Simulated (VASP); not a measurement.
# LiAlO (P-6m2) in VASP: further runs

The runs below take LiAlO through single point, relaxation of cell and atoms, with PBE.

All numbers are computed with VASP 6.6.1; they aren't measurements. Logs are shortened: lines on timing, memory, paths and dates and some standing lists are left out, and cuts for length are marked.

## Step 1: The cell of the first run

It takes space group P-6m2 (No. 187, hexagonal). The conventional cell has a = 3.426 Å, b = 3.426 Å, c = 3.296 Å, α = 90.00°, β = 90.00°, γ = 120.00°. Li (site symmetry -6m2) has 6 O at 2.57 Å and 6 Al at 2.57 Å and 2 Li at 3.30 Å within 3.4 Å. Within 2.6 Å of Al (site symmetry -6m2) lie 3 O at 1.98 Å and 6 Li at 2.57 Å. O (site symmetry -6m2) has 3 Al at 1.98 Å and 6 Li at 2.57 Å within 2.6 Å.

## Step 2: Single point, PBE

INCAR

```
PREC = Accurate
ENCUT = 520
EDIFF = 1E-6
ISMEAR = 0
SIGMA = 0.1
LREAL = False
LASPH = True
NELM = 100
ALGO = Normal
ISIF = 2
LWAVE = False
LCHARG = False
GGA = PE
NBANDS = 13
```

KPOINTS

```
regular mesh
0
Gamma
  6 6 6
```

POSCAR

```
LiAlO
1.0
    3.4258736500      0.0000000000      0.0000000000
   -1.7129368200      2.9668936100      0.0000000000
    0.0000000000      0.0000000000      3.2964761400
Li Al O
1 1 1
Direct
    0.0000000000      0.0000000000      0.0000000000
    0.6666666700      0.3333333300      0.5000000000
    0.3333333300      0.6666666700      0.5000000000
```

Potentials or basis: VASP PAW PBE potentials, release 64 (Li_sv, Al, O).

Command:

```bash
> cat potpaw_PBE.64/Li_sv/POTCAR potpaw_PBE.64/Al/POTCAR potpaw_PBE.64/O/POTCAR > POTCAR
> mpirun -np 1 vasp_std > vasp.out
```

OUTCAR:

```text
PREC = Accurate
   ENCUT = 520
   EDIFF = 1E-6
   ISMEAR = 0
   LREAL = False
   LASPH = True
   NELM = 100
   ISIF = 2
   GGA = PE

 ion  position               nearest neighbor table
   1  0.000  0.000  0.000-   2 2.57   2 2.57   2 2.57   2 2.57   2 2.57   2 2.57
   2  0.667  0.333  0.500-   3 1.98   3 1.98   3 1.98   1 2.57   1 2.57   1 2.57   1 2.57   1 2.57
                             1 2.57
   3  0.333  0.667  0.500-   2 1.98   2 1.98   2 1.98

  LATTYP: Found a hexagonal cell.
 ALAT       =     3.4258736500
 C/A-ratio  =     0.9622293397

  Lattice vectors:

 A1 = (   3.4258736500,   0.0000000000,   0.0000000000)
 A2 = (  -1.7129368200,   2.9668936100,   0.0000000000)
 A3 = (   0.0000000000,   0.0000000000,   3.2964761400)

Analysis of symmetry for initial positions (statically):
=====================================================================
 Subroutine PRICEL returns:
 Original cell was already a primitive cell.

 Routine SETGRP: Setting up the symmetry group for a
 hexagonal supercell.

 Subroutine GETGRP returns: Found 12 space group operations
 (whereof 12 operations were pure point group operations)
 out of a pool of 24 trial point group operations.

The static configuration has the point symmetry D_3h.

Analysis of symmetry for dynamics (positions and initial velocities):
=====================================================================
 Subroutine PRICEL returns:
 Original cell was already a primitive cell.

 Routine SETGRP: Setting up the symmetry group for a
 hexagonal supercell.

 Subroutine GETGRP returns: Found 12 space group operations
 (whereof 12 operations were pure point group operations)
 out of a pool of 24 trial point group operations.

The dynamic configuration has the point symmetry D_3h.

 Subroutine INISYM returns: Found 12 space group operations
 (whereof 12 operations are pure point group operations),
 and found     1 'primitive' translations

----------------------------------------------------------------------------------------

                                     Primitive cell

  volume of cell :      33.5061

  direct lattice vectors                    reciprocal lattice vectors
     3.425873650  0.000000000  0.000000000     0.291896346  0.168526433  0.000000000
    -1.712936820  2.966893610  0.000000000     0.000000000  0.337052868  0.000000000
     0.000000000  0.000000000  3.296476140     0.000000000  0.000000000  0.303354236

  length of vectors
     3.425873650  3.425873647  3.296476140     0.337052868  0.337052868  0.303354236

  position of ions in fractional coordinates (direct lattice)
     0.000000000  0.000000000  0.000000000
     0.666666670  0.333333330  0.500000000
     0.333333330  0.666666670  0.500000000

  ion indices of the primitive-cell ions
   primitive index   ion index
                 1           1
                 2           2
                 3           3

----------------------------------------------------------------------------------------

 KPOINTS: regular mesh

Automatic generation of k-mesh.
 Grid dimensions read from file:
 generate k-points for:    6    6    6

 Generating k-lattice:

  Cartesian coordinates                     Fractional coordinates (reciprocal lattice)
     0.048649391  0.028087739  0.000000000     0.166666667 -0.000000000  0.000000000
     0.000000000  0.056175478  0.000000000     0.000000000  0.166666667  0.000000000
     0.000000000  0.000000000  0.050559039     0.000000000  0.000000000  0.166666667

  Length of vectors
     0.056175478  0.056175478  0.050559039

  Shift w.r.t. Gamma in fractional coordinates (k-lattice)
     0.000000000  0.000000000  0.000000000

 Subroutine IBZKPT returns following result:
 ===========================================

 Found     28 irreducible k-points:

 Following reciprocal coordinates:
            Coordinates               Weight
  0.000000  0.000000  0.000000      1.000000
  0.166667  0.000000  0.000000      6.000000
  0.333333  0.000000  0.000000      6.000000
  0.500000  0.000000  0.000000      3.000000
  0.166667  0.166667  0.000000      6.000000
  0.333333  0.166667  0.000000     12.000000
[... 16 lines left out ...]
  0.166667  0.000000  0.500000      6.000000
  0.333333  0.000000  0.500000      6.000000
 [... further k-points ...]
   k-points           NKPTS =     28   k-points in BZ     NKDIM =     28   number of bands    NBANDS=     13
   number of dos      NEDOS =    301   number of ions     NIONS =      3
   total plane-waves  NPLWV =  21952
   dimension x,y,z NGX =    28 NGY =   28 NGZ =   28
   dimension x,y,z NGXF=    56 NGYF=   56 NGZF=   56
   ions per type =               1   1   1
   NGX,Y,Z   is equivalent  to a cutoff of  13.59, 13.59, 14.12 a.u.
   NGXF,Y,Z  is equivalent  to a cutoff of  27.17, 27.17, 28.24 a.u.
 SYSTEM =  unknown system
   PREC   = accura    normal or accurate (medium, high low for compatibility)
   ISTART =      0    job   : 0-new  1-cont  2-samecut
   ICHARG =      2    charge: 1-file 2-atom 10-const
   ISPIN  =      1    spin polarized calculation?
   LNONCOLLINEAR =      F non collinear calculations
   LSORBIT =      F    spin-orbit coupling
   LASPH  =      T    aspherical Exc in radial PAW
   ENCUT  =  520.0 eV  38.22 Ry    6.18 a.u.   6.37  6.37  6.13*2*pi/ulx,y,z
   NELM   =    100;   NELMIN=  2; NELMDL= -5     # of ELM steps
   EDIFF  = 0.1E-05   stopping-criterion for ELM
   LREAL  =      F    real-space projection
   EDIFFG = 0.1E-04   stopping-criterion for IOM
   NSW    =      0    number of steps for IOM
   IBRION =     -1    ionic relax: 0-MD 1-quasi-New 2-CG
   NFREE  =      0    steps in history (QN), initial steepest desc. (CG)
   ISIF   =      2    stress and relaxation
   ISYM   =      2    0-nonsym 1-usesym 2-fastsym
   POTIM  = 0.5000    time-step for ionic-motion
   TEBEG  =    0.0;   TEEND  =   0.0 temperature during run
   PSTRESS=    0.0 pullay stress
   NELECT =      12.0000    total number of electrons
   NUPDOWN=      -1.0000    fix difference up-down
   EMIN   =  10.00;   EMAX   =-10.00  energy-range for DOS
   EFERMI =   0.00;   METHOD = LEGACY
   ISMEAR =     0;   SIGMA  =   0.10  broadening in eV -4-tet -1-fermi 0-gaus
   EFERMI_NEDOS =   21; number of points for ismear=-14 and -15
   IALGO  =     38    algorithm
   IMIX   =      4    mixing-type and parameters
     AMIX     =   0.40;   BMIX     =  1.00
     AMIX_MAG =   1.60;   BMIX_MAG =  1.00
  volume/ion in A,a.u.               =      11.17        75.37
  Fermi-wavevector in a.u.,A,eV,Ry     =   1.162592  2.196981 18.389923  1.351621
  Thomas-Fermi vector in A             =   2.299152
   LORBIT       =      0    0 simple, 1 ext, 2 COOP (PROOUT), +10 PAW based schemes
   GGA     = PE    functional components
   LHFCALC =     F    Hartree Fock is set to
   AEXX    =    0.0000 exact exchange contribution
   IVDW    =     0    specifies the selected vdW correction
   LEPSILON=     F    determine dielectric tensor
   LRPA    =     F    only Hartree local field effects (RPA)
 non-spin polarized calculation
 Gauss-broadening in eV      SIGMA  =   0.10
  energy-cutoff  :      520.00
  volume of cell :       33.51
 maximum number of plane-waves:       918
 NGX is ok and might be reduce to    28
   NGX = 13   NGY = 13   NGZ = 13

 number of electron      12.0000007 magnetization

 Free energy of the ion-electron system (eV)
  ---------------------------------------------------
  ext. energy  EPLUGINS =         0.00000000
  ---------------------------------------------------
  free energy    TOTEN  =       -13.61749800 eV

  energy without entropy =      -13.61749707  energy(sigma->0) =      -13.61749754

 E-fermi :   6.8089     XC(G=0): -10.0703

 val. band max:        6.5431799524   @ k =   0.3333   0.3333   0.0000
 cond. band min:       7.0943046437   @ k =   0.1667   0.0000   0.5000
 fundamental gap:      0.5511246913
 Fermi energy:         6.8089402595

 k-point     1 :       0.0000    0.0000    0.0000
  band No.  band energies     occupation
      1     -40.5262      2.00000
      2     -14.0414      2.00000
      3       0.5903      2.00000
      4       0.5903      2.00000
      5       1.7235      2.00000
      6       2.2187      2.00000
      7      10.8002      0.00000
      8      10.8002      0.00000
      9      12.0965      0.00000
     10      12.2906      0.00000
     11      17.5793      0.00000
     12      19.3137      0.00000
     13      19.3137      0.00000

 k-point     2 :       0.1667    0.0000    0.0000
  band No.  band energies     occupation
      1     -40.5252      2.00000
      2     -13.9420      2.00000
      3      -0.6076      2.00000
      4       0.4299      2.00000
      5       1.8553      2.00000
      6       3.4170      2.00000
      7       9.5603      0.00000
      8      11.2433      0.00000
      9      12.1727      0.00000
     10      13.3536      0.00000
     11      17.0254      0.00000
     12      19.3267      0.00000
     13      19.3411      0.00000

 k-point     3 :       0.3333    0.0000    0.0000
  band No.  band energies     occupation
      1     -40.5231      2.00000
      2     -13.7315      2.00000
      3      -1.9196      2.00000
      4       0.1369      2.00000
      5       2.1388      2.00000
      6       4.6302      2.00000
      7       8.6657      0.00000
      8      11.9568      0.00000
      9      12.0487      0.00000
     10      13.7354      0.00000
     11      16.8046      0.00000
     12      16.9304      0.00000
     13      20.1260      0.00000
[... 305 lines left out ...]
 k-point    23 :       0.1667    0.0000    0.5000
  band No.  band energies     occupation
      1     -40.5215      2.00000
      2     -13.7743      2.00000
      3      -0.2762      2.00000
      4      -0.1582      2.00000
      5       0.6406      2.00000
      6       5.6684      2.00000
      7       7.0943      0.00005
      8      11.7613      0.00000
      9      13.2105      0.00000
     10      13.4927      0.00000
     11      13.8277      0.00000
     12      18.3161      0.00000
     13      19.5863      0.00000

 k-point    24 :       0.3333    0.0000    0.5000
  band No.  band energies     occupation
      1     -40.5197      2.00000
      2     -13.5701      2.00000
      3      -1.3705      2.00000
      4       0.2588      2.00000
      5       0.4126      2.00000
      6       5.9984      2.00000
      7       7.2923      0.00000
      8      10.5003      0.00000
      9      11.9260      0.00000
     10      12.2122      0.00000
     11      15.2787      0.00000
     12      18.6195      0.00000
     13      21.1145      0.00000

 [... further k-points ...]
[... 5 lines left out ...]
  --------------------------------------------------------------------------------------
  -------------------------------------------------------------------------------------
  Total        0.6566096      0.6566096      2.0441528      0.0000000      0.0000000     -0.0000000
  in kB       31.3974635     31.3974635     97.7463809      0.0000001      0.0000000     -0.0000000
  external PRESSURE =      53.5137693 kB  Pullay stress =       0.0000000 kB

 VOLUME and BASIS-vectors are now :
 -----------------------------------------------------------------------------
  energy-cutoff  :      520.00
  volume of cell :       33.51
      direct lattice vectors                 reciprocal lattice vectors
     3.425873650  0.000000000  0.000000000     0.291896346  0.168526433  0.000000000
    -1.712936820  2.966893610  0.000000000     0.000000000  0.337052868  0.000000000
     0.000000000  0.000000000  3.296476140     0.000000000  0.000000000  0.303354236

 POSITION                                       TOTAL-FORCE (eV/Angst)
 -----------------------------------------------------------------------------------
      0.00000      0.00000      0.00000        -0.000000     -0.000000      0.000000
      1.71294      0.98896      1.64824        -0.000000      0.000000      0.000000
     -0.00000      1.97793      1.64824         0.000000     -0.000000      0.000000
 -----------------------------------------------------------------------------------
    total drift:                                0.000024     -0.000014      0.000000

  FREE ENERGIE OF THE ION-ELECTRON SYSTEM (eV)
  ---------------------------------------------------
  free  energy   TOTEN  =       -13.6174980009 eV

  energy  without entropy=      -13.6174970735  energy(sigma->0) =      -13.61749754
```

Wall time 6 s (1 thread of AMD EPYC 9R45 (Zen 5), shared host); peak memory 0.12 GiB.

Results:

| Quantity | Value |
| --- | --- |
| Free energy | -13.6175 eV |
| Band gap on the k mesh | 0.55 eV, indirect (least direct gap 0.83 eV) |

Levels at points of the mesh, in eV from the valence-band top:
```csv
k point,band 4,band 5,band 6,band 7,band 8,band 9
"(0.00, 0.00, 0.00)",-5.95,-4.82,-4.32,4.26,4.26,5.55
"(0.50, 0.00, 0.00)",-6.54,-4.25,-1.56,2.06,5.32,5.85
"(0.00, 0.00, 0.50)",-5.78,-5.78,-2.06,0.97,6.66,6.66
"(0.50, 0.00, 0.50)",-6.24,-5.93,-1.22,1.17,3.95,5.06
```

Caveat: the cutoff is under 1.25 times the usual one of these potentials, so pressure, stress and relaxed cells hold a basis-set (Pulay) error.

(Continued in part 2 of 2.)
